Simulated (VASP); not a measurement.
# Hf4H3 (P3m1) in VASP: relaxation of cell and atoms with PBE

Aim: the relaxation of cell and atoms of Hf4H3 with PBE.

Everything below comes from runs of VASP 6.6.1. Logs are shortened: lines on timing, memory, paths and dates and some standing lists are left out, and cuts for length are marked.

## 1. The cell of the first run

Symmetry: P3m1, No. 156, trigonal system. Conventional cell: a = 3.227 Å, b = 3.227 Å, c = 10.835 Å, α = 90.00°, β = 90.00°, γ = 120.00°. Within 2.7 Å of Hf (site symmetry 3m) lie 4 H at 2.07 to 2.15 Å. Within 2.7 Å of Hf (site symmetry 3m) lie 7 H at 2.00 to 2.06 Å. Within 2.7 Å of Hf (site symmetry 3m) lie 1 H at 2.06 Å. Hf (site symmetry 3m) has 12 Hf at 3.14 to 3.23 Å and 1 H at 3.46 Å within 4.1 Å. Within 2.7 Å of H (site symmetry 3m) lie 4 Hf at 2.06 to 2.07 Å and 3 H at 2.25 Å. H (site symmetry 3m) has 4 Hf at 2.03 to 2.15 Å and 6 H at 2.25 to 2.41 Å within 2.7 Å. Within 2.7 Å of H (site symmetry 3m) lie 4 Hf at 2.00 to 2.06 Å and 3 H at 2.41 Å.

## 2. Relaxation of cell and atoms, PBE

Input file INCAR:

```
ALGO = Normal
EDIFF = 1E-6
EDIFFG = -0.01
ENCUT = 600
GGA = PE
IBRION = 2
ISIF = 3
ISMEAR = 0
LASPH = True
LCHARG = False
LREAL = False
LWAVE = False
NELM = 100
NSW = 100
PREC = Accurate
SIGMA = 0.1
```

Input file KPOINTS:

```
k-points
0
Gamma
  12 12 4
```

Input file POSCAR:

```
Hf4H3
1.0
    3.2272111403      0.0000000000      0.0000000000
   -1.6136055702      2.7948468309      0.0000000000
    0.0000000000      0.0000000000     10.8346219599
Hf H
4 3
Direct
    0.0000000000      0.0000000000      0.9822120750
    0.3333333333      0.6666666667      0.2543897446
    0.6666666667      0.3333333333      0.5125534463
    0.3333333333      0.6666666667      0.7456327706
    0.3333333333      0.6666666667      0.0646361965
    0.0000000000      0.0000000000      0.1808503647
    0.6666666667      0.3333333333      0.3222254023
```

Potentials or basis: VASP PAW PBE potentials, release 64 (Hf_pv, H).

Command:

```sh
> cat potpaw_PBE.64/Hf_pv/POTCAR potpaw_PBE.64/H/POTCAR > POTCAR
> mpirun -np 1 vasp_std > vasp.out
```

OUTCAR:

```text
EDIFF = 1E-6
   EDIFFG = -0.01
   ENCUT = 600
   GGA = PE
   IBRION = 2
   ISIF = 3
   ISMEAR = 0
   LASPH = True
   LREAL = False
   NELM = 100
   NSW = 100
   PREC = Accurate

 ion  position               nearest neighbor table
   1  0.000  0.000  0.982-   5 2.07   5 2.07   5 2.07   6 2.15   4 3.17   4 3.17   4 3.17   2 3.49
                             2 3.49   2 3.49
   2  0.333  0.667  0.254-   7 2.00   7 2.00   7 2.00   6 2.03   6 2.03   6 2.03   5 2.06   3 3.36
                             3 3.36   3 3.36   1 3.49   1 3.49   1 3.49
   3  0.667  0.333  0.513-   7 2.06   4 3.14   4 3.14   4 3.14   2 3.36   2 3.36   2 3.36
   4  0.333  0.667  0.746-   3 3.14   3 3.14   3 3.14   1 3.17   1 3.17   1 3.17
   5  0.333  0.667  0.065-   2 2.06   1 2.07   1 2.07   1 2.07
   6  0.000  0.000  0.181-   2 2.03   2 2.03   2 2.03   1 2.15
   7  0.667  0.333  0.322-   2 2.00   2 2.00   2 2.00   3 2.06

  LATTYP: Found a hexagonal cell.
 ALAT       =     3.2272111403
 C/A-ratio  =     3.3572708722

  Lattice vectors:

 A1 = (   3.2272111403,   0.0000000000,   0.0000000000)
 A2 = (  -1.6136055702,   2.7948468309,   0.0000000000)
 A3 = (   0.0000000000,   0.0000000000,  10.8346219599)

Analysis of symmetry for initial positions (statically):
=====================================================================
 Subroutine PRICEL returns:
 Original cell was already a primitive cell.

 Routine SETGRP: Setting up the symmetry group for a
 hexagonal supercell.

 Subroutine GETGRP returns: Found  6 space group operations
 (whereof  6 operations were pure point group operations)
 out of a pool of 24 trial point group operations.

The static configuration has the point symmetry C_3v.

Analysis of symmetry for dynamics (positions and initial velocities):
=====================================================================
 Subroutine PRICEL returns:
 Original cell was already a primitive cell.

 Routine SETGRP: Setting up the symmetry group for a
 hexagonal supercell.

 Subroutine GETGRP returns: Found  6 space group operations
 (whereof  6 operations were pure point group operations)
 out of a pool of 24 trial point group operations.

The dynamic configuration has the point symmetry C_3v.

 Subroutine INISYM returns: Found  6 space group operations
 (whereof  6 operations are pure point group operations),
 and found     1 'primitive' translations

----------------------------------------------------------------------------------------

                                     Primitive cell

  volume of cell :      97.7235

  direct lattice vectors                    reciprocal lattice vectors
     3.227211140  0.000000000  0.000000000     0.309865068  0.178900681  0.000000000
    -1.613605570  2.794846831  0.000000000     0.000000000  0.357801361  0.000000000
     0.000000000  0.000000000 10.834621960     0.000000000  0.000000000  0.092296714

  length of vectors
     3.227211140  3.227211140 10.834621960     0.357801361  0.357801361  0.092296714

  position of ions in fractional coordinates (direct lattice)
     0.000000000  0.000000000  0.982212075
     0.333333333  0.666666667  0.254389745
     0.666666667  0.333333333  0.512553446
     0.333333333  0.666666667  0.745632771
     0.333333333  0.666666667  0.064636196
     0.000000000  0.000000000  0.180850365
     0.666666667  0.333333333  0.322225402

  ion indices of the primitive-cell ions
   primitive index   ion index
                 1           1
                 2           2
                 3           3
                 4           4
                 5           5
                 6           6
                 7           7

----------------------------------------------------------------------------------------

 KPOINTS: k-points

Automatic generation of k-mesh.
 Grid dimensions read from file:
 generate k-points for:   12   12    4

 Generating k-lattice:

  Cartesian coordinates                     Fractional coordinates (reciprocal lattice)
     0.025822089  0.014908390  0.000000000     0.083333333  0.000000000  0.000000000
     0.000000000  0.029816780  0.000000000     0.000000000  0.083333333  0.000000000
     0.000000000  0.000000000  0.023074178     0.000000000  0.000000000  0.250000000

  Length of vectors
     0.029816780  0.029816780  0.023074178

  Shift w.r.t. Gamma in fractional coordinates (k-lattice)
     0.000000000  0.000000000  0.000000000

 Subroutine IBZKPT returns following result:
 ===========================================

 Found     69 irreducible k-points:

 Following reciprocal coordinates:
            Coordinates               Weight
  0.000000  0.000000  0.000000      1.000000
  0.083333 -0.000000  0.000000      6.000000
  0.166667 -0.000000  0.000000      6.000000
  0.250000 -0.000000  0.000000      6.000000
  0.333333 -0.000000  0.000000      6.000000
  0.416667 -0.000000  0.000000      6.000000
[... 16 lines left out ...]
  0.166667 -0.000000  0.250000      6.000000
  0.000000  0.166667  0.250000      6.000000
 [... further k-points ...]
   k-points           NKPTS =     69   k-points in BZ     NKDIM =     69   number of bands    NBANDS=     25
   number of dos      NEDOS =    301   number of ions     NIONS =      7
   total plane-waves  NPLWV =  70560
   dimension x,y,z NGX =    28 NGY =   28 NGZ =   90
   dimension x,y,z NGXF=    56 NGYF=   56 NGZF=  180
   ions per type =               4   3
   NGX,Y,Z   is equivalent  to a cutoff of  14.42, 14.42, 13.81 a.u.
   NGXF,Y,Z  is equivalent  to a cutoff of  28.85, 28.85, 27.62 a.u.
 SYSTEM =  unknown system
   PREC   = accura    normal or accurate (medium, high low for compatibility)
   ISTART =      0    job   : 0-new  1-cont  2-samecut
   ICHARG =      2    charge: 1-file 2-atom 10-const
   ISPIN  =      1    spin polarized calculation?
   LNONCOLLINEAR =      F non collinear calculations
   LSORBIT =      F    spin-orbit coupling
   LASPH  =      T    aspherical Exc in radial PAW
   ENCUT  =  600.0 eV  44.10 Ry    6.64 a.u.   6.45  6.45 21.64*2*pi/ulx,y,z
   NELM   =    100;   NELMIN=  2; NELMDL= -5     # of ELM steps
   EDIFF  = 0.1E-05   stopping-criterion for ELM
   LREAL  =      F    real-space projection
   EDIFFG = -.1E-01   stopping-criterion for IOM
   NSW    =    100    number of steps for IOM
   IBRION =      2    ionic relax: 0-MD 1-quasi-New 2-CG
   NFREE  =      1    steps in history (QN), initial steepest desc. (CG)
   ISIF   =      3    stress and relaxation
   ISYM   =      2    0-nonsym 1-usesym 2-fastsym
   POTIM  = 0.5000    time-step for ionic-motion
   TEBEG  =    0.0;   TEEND  =   0.0 temperature during run
   PSTRESS=    0.0 pullay stress
   NELECT =      43.0000    total number of electrons
   NUPDOWN=      -1.0000    fix difference up-down
   EMIN   =  10.00;   EMAX   =-10.00  energy-range for DOS
   EFERMI =   0.00;   METHOD = LEGACY
   ISMEAR =     0;   SIGMA  =   0.10  broadening in eV -4-tet -1-fermi 0-gaus
   EFERMI_NEDOS =   21; number of points for ismear=-14 and -15
   IALGO  =     38    algorithm
   IMIX   =      4    mixing-type and parameters
     AMIX     =   0.40;   BMIX     =  1.00
     AMIX_MAG =   1.60;   BMIX_MAG =  1.00
  volume/ion in A,a.u.               =      13.96        94.21
  Fermi-wavevector in a.u.,A,eV,Ry     =   1.245178  2.353044 21.095384  1.550467
  Thomas-Fermi vector in A             =   2.379411
   LORBIT       =      0    0 simple, 1 ext, 2 COOP (PROOUT), +10 PAW based schemes
   GGA     = PE    functional components
   LHFCALC =     F    Hartree Fock is set to
   AEXX    =    0.0000 exact exchange contribution
   IVDW    =     0    specifies the selected vdW correction
   LEPSILON=     F    determine dielectric tensor
   LRPA    =     F    only Hartree local field effects (RPA)
 conjugate gradient relaxation of ions
 non-spin polarized calculation
 Gauss-broadening in eV      SIGMA  =   0.10
  energy-cutoff  :      600.00
  volume of cell :       97.72
 maximum number of plane-waves:      3308
 NGX is ok and might be reduce to    28
   NGX = 13   NGY = 13   NGZ = 43

--------------------------------------- Ionic step        1  -------------------------------------------

 number of electron      43.0000001 magnetization

 Free energy of the ion-electron system (eV)
  ---------------------------------------------------
  ext. energy  EPLUGINS =         0.00000000
  ---------------------------------------------------
  free energy    TOTEN  =       -51.72612089 eV

  energy without entropy =      -51.69982859  energy(sigma->0) =      -51.71297474

------------------------ aborting loop because EDIFF is reached ----------------------------------------

  FORCE on cell =-STRESS in cart. coord.  units (eV):
  Direction    XX          YY          ZZ          XY          YZ          ZX
  --------------------------------------------------------------------------------------
  -------------------------------------------------------------------------------------
  Total       -0.2499093     -0.2499093     -0.3610858      0.0000000      0.0000000      0.0000000
  in kB       -4.0972622     -4.0972622     -5.9200023      0.0000000      0.0000000      0.0000000
  external PRESSURE =      -4.7048423 kB  Pullay stress =       0.0000000 kB
[... 231 lines left out ...]
  energy  without entropy=      -51.7020118022  energy(sigma->0) =      -51.71488028

--------------------------------------- Ionic step        7  -------------------------------------------

 number of electron      43.0000001 magnetization

 Free energy of the ion-electron system (eV)
  ---------------------------------------------------
  ext. energy  EPLUGINS =         0.00000000
  ---------------------------------------------------
  free energy    TOTEN  =       -51.72777459 eV

  energy without entropy =      -51.70201368  energy(sigma->0) =      -51.71489414

 E-fermi :   4.7071     XC(G=0): -11.2392

 val. band max:        4.6996740012   @ k =   0.2500  -0.0000   0.0000
 cond. band min:       4.7104207857   @ k =   0.4167   0.0833   0.2500
 fundamental gap:      0.0107467845
 Fermi energy:         4.7071259695

 k-point     1 :       0.0000    0.0000    0.0000
  band No.  band energies     occupation
      1     -26.3621      2.00000
      2     -26.0934      2.00000
      3     -26.0016      2.00000
      4     -26.0016      2.00000
      5     -25.9911      2.00000
      6     -25.7182      2.00000
[... 661 lines left out ...]
     24       5.7588      0.00000
     25       5.9861      0.00000

 [... further k-points ...]

------------------------ aborting loop because EDIFF is reached ----------------------------------------

  FORCE on cell =-STRESS in cart. coord.  units (eV):
  Direction    XX          YY          ZZ          XY          YZ          ZX
  --------------------------------------------------------------------------------------
  -------------------------------------------------------------------------------------
  Total       -0.0088631     -0.0088631     -0.0406438      0.0000000      0.0000000      0.0000000
  in kB       -0.1458074     -0.1458074     -0.6686304      0.0000000      0.0000000      0.0000000
  external PRESSURE =      -0.3200817 kB  Pullay stress =       0.0000000 kB
[... 22 lines left out ...]
  FREE ENERGIE OF THE ION-ELECTRON SYSTEM (eV)
  ---------------------------------------------------
  free  energy   TOTEN  =       -51.7277745916 eV

  energy  without entropy=      -51.7020136818  energy(sigma->0) =      -51.71489414

 reached required accuracy - stopping structural energy minimisation
```

It took 20 min on 1 thread of Oxide Virtual Turin-like, shared host; peak memory 0.35 GiB.

Results:

- Free energy: -51.7278 eV
- Relaxed volume: 13.91 Å³/atom
- Relaxed cell: a = 3.226 Å, b = 3.226 Å, c = 10.806 Å, α = 90.00°, β = 90.00°, γ = 120.00°
- Space group after relaxing (to 0.1 Å): P3m1 (No. 156)
- Energy gained by relaxing: 0.2 meV/atom
- Ionic steps: 7
- Pressure after relaxing: 0.0 GPa
- Largest force after relaxing: 0.005 eV/Å
- Band gap on the k mesh: zero (an odd number of electrons rules out a gap without spin polarisation)

Forces on the atoms (eV/Å):
```
Hf   0.000  0.000  0.001
Hf   0.000  0.000 -0.005
Hf   0.000  0.000  0.002
Hf   0.000  0.000  0.001
H    0.000  0.000  0.000
H    0.000  0.000  0.005
H    0.000  0.000 -0.003
```

The path:
```csv
step,energy change (eV),largest force (eV/Å),pressure (GPa),volume (Å³)
1,0.0000,0.0627,-0.47,97.72
2,-0.0010,0.0407,0.26,97.14
3,-0.0010,0.0442,0.14,97.24
4,-0.0014,0.0276,0.08,97.28
5,-0.0016,0.0196,0.01,97.34
6,-0.0016,0.0115,-0.01,97.36
7,-0.0017,0.0053,-0.03,97.39
```

Final structure:
```
Hf H
1.0
     3.22599    0.00000    0.00000
    -1.61299    2.79379    0.00000
     0.00000    0.00000   10.80594
Hf H
4 3
Direct
  0.00000 0.00000 0.98195
  0.33333 0.66667 0.25414
  0.66667 0.33333 0.51322
  0.33333 0.66667 0.74654
  0.33333 0.66667 0.06409
  0.00000 0.00000 0.18122
  0.66667 0.33333 0.32135
```

Caveat: spin-orbit coupling is left out, which moves the levels of the heavy elements; an odd number of electrons without spin polarisation forces a metal; a magnetic or distorted state may lie lower.
